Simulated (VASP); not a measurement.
Runs of VASP 6.6.1 on Ca. The structure is that of space group Fm-3m (No. 225), or close to it. The cells are those of the table. 

```csv
task,cell,gap on the mesh (eV),pressure (GPa)
electric field gradients,"a = 3.952 Å, angles 60.0°, 1 atom",none,(b)
single point,"a = 3.978 Å, angles 60.0°, 1 atom",none,-1.4
electric field gradients,"a = 3.965 Å, angles 60.0°, 1 atom",none,-1.3
electric field gradients,"a = 3.978 Å, angles 60.0°, 1 atom",none,-1.4
electric field gradients,"a = 3.925 Å, angles 60.0°, 1 atom",none,-0.9
single point,"a = 3.925 Å, angles 60.0°, 1 atom",none,-0.9
single point,"a = 3.898 Å, angles 60.0°, 1 atom",none,-0.6
single point,"a = 3.932, b = 3.932, c = 3.912 Å, angles 60.2, 60.2, 59.7°, 1 atom",none,-0.9
single point,"a = 3.871 Å, angles 60.0°, 1 atom",none,(a)
single point,"a = 3.932, b = 3.932, c = 3.952 Å, angles 59.8, 59.8, 60.3°, 1 atom",none,-1.0
```

Alike in all rows: level PBEsol; potentials or basis VASP PAW PBE potentials, release 64 (Ca_sv); no spin polarisation; k mesh 11 × 11 × 11; cutoff (eV) 520; smearing fermi-dirac 0.05 eV.

Q: Fill in the values left out.

A: (a) -0.2; (b) -1.2.

Caveats: the PAW data sets were made with another functional, which shifts forces and pressure a little.

A gap of «none» marks levels without a gap at the run's occupations.
